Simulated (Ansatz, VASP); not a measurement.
Two plane-wave programs on GaAs

INCAR

```
SYSTEM = GaAs
  ALGO = Normal
  EDIFF = 1E-6
  ENCUT = 500
  GGA = PE
  GGA_COMPAT = .FALSE.
  ISIF = 2
  ISMEAR = 0
  LASPH = .TRUE.
  LCHARG = .TRUE.
  LELF = .TRUE.
  LREAL = .FALSE.
  LVHAR = .TRUE.
  LWAVE = .FALSE.
  NBANDS = 16
  NELM = 120
  PREC = Accurate
  SIGMA = 0.03
```

File KPOINTS:

```
k-points
0
G
  10 10 10
  0 0 0
```

File POSCAR:

```
GaAs
1.0
    0.0000000000      3.0163268808      3.0163268808
    3.0163268808      0.0000000000      3.0163268808
    3.0163268808      3.0163268808      0.0000000000
Ga As
1 1
Direct
    0.0000000000      0.0000000000      0.0000000000
    0.7500000000      0.7500000000      0.7500000000
```

Input for Ansatz:

```yaml
crystal:
  lattice:
    - [0.0, 3.0163268808, 3.0163268808]
    - [3.0163268808, 0.0, 3.0163268808]
    - [3.0163268808, 3.0163268808, 0.0]
  atoms:
    - { symbol: Ga, position: [0.0, 0.0, 0.0] }
    - { symbol: As, position: [0.75, 0.75, 0.75] }
basis:
  ecutwfc: 420
kpoints:
  mp_grid: { grid: [10, 10, 10] }
hamiltonian:
  xc: pbe
scf:
  occupations: { method: gaussian, width: 0.03 }
output:
  forces: true
  stress: true
  eigenvalues: true
```

Change from the starting cell: strain +0.050 along x and y, +0.050 along z, atoms carried along.

Alike in both runs: task single point; functional PBE; k mesh 10 × 10 × 10; occupations gaussian, width 0.03 eV; no spin polarisation.

```csv
,VASP,Ansatz
version,VASP 6.6.1,Ansatz 0.2.0
potentials or method,"VASP PAW PBE potentials, release 64 (Ga_d, As), cutoff 500 eV","scalar-relativistic, plane waves, PAW"
valence electrons in the cell,18,28
```

|  | VASP | Ansatz | Ansatz less VASP |
| --- | --- | --- | --- |
| gap on the k mesh at the Fermi level (eV) | none | none | - |
| pressure (GPa) | -6.2 | -6.3 | -0.07 |

A gap of «none» marks a metal or a gap that the smearing closes. The functional is the same, so the differences come from potentials, cutoffs and numerics. VASP's potentials hold 18 valence electrons a cell and Ansatz's 28, so a difference there can come from the potentials and not from the codes.
